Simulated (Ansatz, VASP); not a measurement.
## Two plane-wave programs on GaSb2

File INCAR:

```
ALGO = Normal
EDIFF = 1E-7
EDIFFG = -0.05
ENCUT = 600
GGA = PS
IBRION = 2
ISIF = 3
ISMEAR = 0
LASPH = True
LCHARG = False
LREAL = False
LWAVE = False
NELM = 80
NSW = 80
PREC = Accurate
SIGMA = 0.1
```

KPOINTS

```
k-points
0
Gamma
  6 6 6
```

Contents of POSCAR:

```
GaSb2
1.0
   -3.0969735145      3.0969735145      2.6192349240
    3.0969735145     -3.0969735145      2.6192349240
    3.0969735145      3.0969735145     -2.6192349240
Ga Sb
2 4
Direct
    0.2500000000      0.2500000000      0.0000000000
    0.7500000000      0.7500000000      0.0000000000
    0.6571991861      0.1571991861      0.8143983722
    0.1571991861      0.3428008139      0.5000000000
    0.3428008139      0.8428008139      0.1856016278
    0.8428008139      0.6571991861      0.5000000000
```

Input for Ansatz:

```yaml
crystal:
  lattice:
    - [-3.0969735145, 3.0969735145, 2.619234924]
    - [3.0969735145, -3.0969735145, 2.619234924]
    - [3.0969735145, 3.0969735145, -2.619234924]
  atoms:
    - { symbol: Ga, position: [0.25, 0.25, 0.0] }
    - { symbol: Ga, position: [0.75, 0.75, 0.0] }
    - { symbol: Sb, position: [0.6571991861, 0.1571991861, 0.8143983722] }
    - { symbol: Sb, position: [0.1571991861, 0.3428008139, 0.5] }
    - { symbol: Sb, position: [0.3428008139, 0.8428008139, 0.1856016278] }
    - { symbol: Sb, position: [0.8428008139, 0.6571991861, 0.5] }
basis:
  ecutwfc: 420
kpoints:
  mp_grid: { grid: [6, 6, 6] }
hamiltonian:
  xc: pbesol
scf:
  occupations: { method: gaussian, width: 0.1 }
output:
  forces: true
  stress: true
  eigenvalues: true
relax:
  adjacent_minimum: "off"
  f_tol: 0.05
  max_steps: 60
  cell: { stress_tol: 0.5 }
```

Alike in both runs: task relaxation of cell and atoms; functional PBEsol; k mesh 6 × 6 × 6; occupations gaussian, width 0.1 eV; no spin polarisation.

|  | VASP | Ansatz |
| --- | --- | --- |
| version | VASP 6.6.1 | Ansatz 0.2.0 |
| potentials or method | VASP PAW PBE potentials, release 64 (Ga_d, Sb), cutoff 600 eV | scalar-relativistic, plane waves, PAW |
| valence electrons in the cell | 46 | 86 |

```tsv
	VASP	Ansatz	Ansatz less VASP
gap on the k mesh at the Fermi level, each at its own relaxed structure (eV)	none	none	-
relaxed volume (Å³/atom)	24.10	24.16	+0.064
relaxed cell length with the largest relative difference (Å)	5.813	5.826	+0.0128
```

VASP's potentials were made for PBE, not for PBEsol. A gap of «none» marks a metal or a gap that the smearing closes. VASP's potentials hold 46 valence electrons a cell and Ansatz's 86, so a difference there can come from the potentials and not from the codes.

Neither program's run includes spin-orbit coupling. Noted on VASP's run: the volume moved by over 15 % at a fixed basis, so the end points are rough.
